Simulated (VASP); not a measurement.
**Li32HF32 (a cell with a defect): single point with PBEsol**

Li32HF32 (a cell with a defect):

```xyz
65
Lattice="8.0152 0.0000 0.0000 0.0000 8.0152 0.0000 0.0000 0.0000 8.0152" Properties=species:S:1:pos:R:3 pbc="T T T"
F     2.0307    7.9630    7.9923
F     1.9765    0.0027    4.1036
F     2.0761    3.9497    0.0243
F     2.0608    3.9928    3.9620
F     6.0460    0.0030    8.0094
F     6.0369    0.0299    4.0526
F     6.0146    3.9991    7.9835
F     6.0036    4.0155    4.0119
F     7.9845    1.9875    7.9788
F     8.0119    2.0133    4.1002
F     8.0072    5.9746    7.9571
F     8.0149    6.0156    4.0116
F     3.9802    2.0235    0.0039
F     3.9702    1.9871    4.0125
F     3.9776    6.0559    8.0015
F     3.9886    5.9923    4.0648
F     0.0119    7.9591    1.9712
F     7.9575    7.9712    6.0162
F     0.0689    3.9726    1.9835
F     0.0567    4.0232    5.9407
F     3.9527    8.0110    1.9454
F     4.0232    0.0898    5.9691
F     4.0013    4.0361    2.0364
F     4.0012    4.0198    6.0223
F     1.9304    2.0589    1.9742
F     2.0307    1.9672    6.1281
F     1.9892    6.0042    2.0218
F     1.9865    6.0203    6.0830
F     6.0192    1.9707    1.9898
F     6.0683    1.9601    6.0417
F     6.0245    5.9502    2.0608
F     6.0333    5.9913    5.9943
Li    0.0179    0.0324    0.0239
Li    7.9863    7.9743    3.9769
Li    0.0250    4.0470    0.0448
Li    0.0103    4.0021    3.9656
Li    4.0082    8.0077    0.0615
Li    3.9392    7.9751    4.0031
Li    4.0306    4.0336    7.9498
Li    4.0078    4.0369    4.0601
Li    1.9599    1.9768    7.9605
Li    1.9698    2.0885    4.0372
Li    1.9910    6.0534    0.0369
Li    2.0154    5.9887    4.0687
Li    6.1160    1.9627    7.9963
Li    6.0677    1.9582    4.0387
Li    5.9827    6.0777    7.9705
Li    5.9694    6.0353    3.9821
Li    1.9949    7.9666    2.0402
Li    2.0615    8.0047    5.9051
Li    1.9558    3.9735    1.9706
Li    1.9840    3.9972    5.9853
Li    5.9874    7.9858    2.0171
Li    6.0000    0.0347    5.9990
Li    5.9803    4.0382    1.9759
Li    6.0327    4.0114    6.0499
Li    0.0293    2.0456    2.0324
Li    0.0411    1.9476    6.0004
Li    7.9918    5.9348    1.9712
Li    8.0147    6.0080    5.9846
Li    4.0062    1.9904    2.0081
Li    3.9966    2.0341    6.0365
Li    4.0099    5.9892    2.0558
Li    4.0120    5.9496    6.0536
H     2.9795    2.9304    2.9315
```

```yaml
Program: VASP 6.6.1
Task: single point
Functional: PBEsol
Potentials_or_basis: VASP PAW PBE potentials, release 64 (F, Li_sv, H)
Cutoff: 520 eV
k_mesh: 1 × 1 × 1, shifted
Occupations: fermi-dirac, width 0.05 eV
Spin: no spin polarisation
```

The largest force is 4.600 eV/Å.

Forces on the atoms (eV/Å):
```
F   -0.229  0.075  0.016
F   -0.082 -0.275 -0.601
F   -0.533  0.511 -0.395
F   -2.264  2.395  2.530
F   -0.201 -0.224  0.159
F   -0.035 -0.427 -0.449
F    0.230  0.142  0.018
F    0.283  0.011  0.082
F    0.088  0.110 -0.027
F   -0.010 -0.139 -0.405
F   -0.083  0.032  0.400
F   -0.090  0.048 -0.146
F    0.413 -0.240 -0.131
F    2.356 -2.057  2.431
F    0.364 -0.027 -0.093
F    0.113  0.451 -0.066
F   -0.276 -0.062  0.220
F    0.273  0.120 -0.014
F   -0.700  0.325 -0.012
F   -0.261 -0.114  0.403
F    0.382 -0.366  0.451
F    0.047 -0.677  0.315
F    2.280  2.357 -2.014
F    0.159  0.078  0.086
F   -2.733 -2.826 -2.389
F   -0.341  0.129 -0.648
F   -0.085  0.203 -0.043
F    0.183 -0.005 -0.274
F    0.296 -0.037  0.035
F   -0.055  0.334  0.033
F    0.079  0.547 -0.286
F   -0.264  0.076  0.121
Li   0.129 -0.113 -0.127
Li   0.132  0.057  0.122
Li   0.085 -0.247 -0.302
Li   0.084  0.066  0.201
Li  -0.190  0.273 -0.350
Li   0.135  0.554  0.124
Li  -0.202 -0.269  0.582
Li  -0.185 -0.591 -0.602
Li   0.282  0.051  0.614
Li   0.397 -0.115 -0.239
Li   0.096 -0.162 -0.102
Li  -0.128 -0.226 -0.159
Li  -0.450  0.149  0.083
Li  -0.493  0.251 -0.029
Li   0.083 -0.219  0.036
Li   0.170 -0.204  0.256
Li  -0.062  0.394 -0.142
Li  -0.058  0.053  0.703
Li   0.740 -0.165  0.186
Li   0.063  0.004  0.067
Li   0.095  0.218 -0.016
Li  -0.049 -0.024 -0.005
Li  -0.342 -0.335  0.135
Li   0.106 -0.138 -0.256
Li   0.066 -0.204 -0.102
Li  -0.087  0.113  0.119
Li   0.184  0.218  0.154
Li   0.049 -0.019  0.017
Li  -0.128  0.295  0.008
Li   0.048 -0.145 -0.174
Li  -0.221 -0.347 -0.167
Li  -0.088  0.249 -0.076
H    0.437  0.109  0.135
```

Levels at points of the mesh, in eV from the Fermi level:
```
           k point  band 159  band 160  band 161  band 162  band 163  band 164
(0.25, 0.25, 0.25)     -8.47     -8.34     -0.43      0.43      1.23      1.29
```

It took 11 min on 1 thread of Intel(R) Xeon(R) Platinum 8375C CPU @ 2.90GHz (Ice Lake) (shared host), peak memory 0.62 GiB.

Caveat: the cell carries a net charge on a neutralising background, which shifts energy and pressure; the cell is charged against a uniform background, so pressure and absolute levels hang on convention; the PAW data sets were made with another functional, which shifts forces and pressure a little.
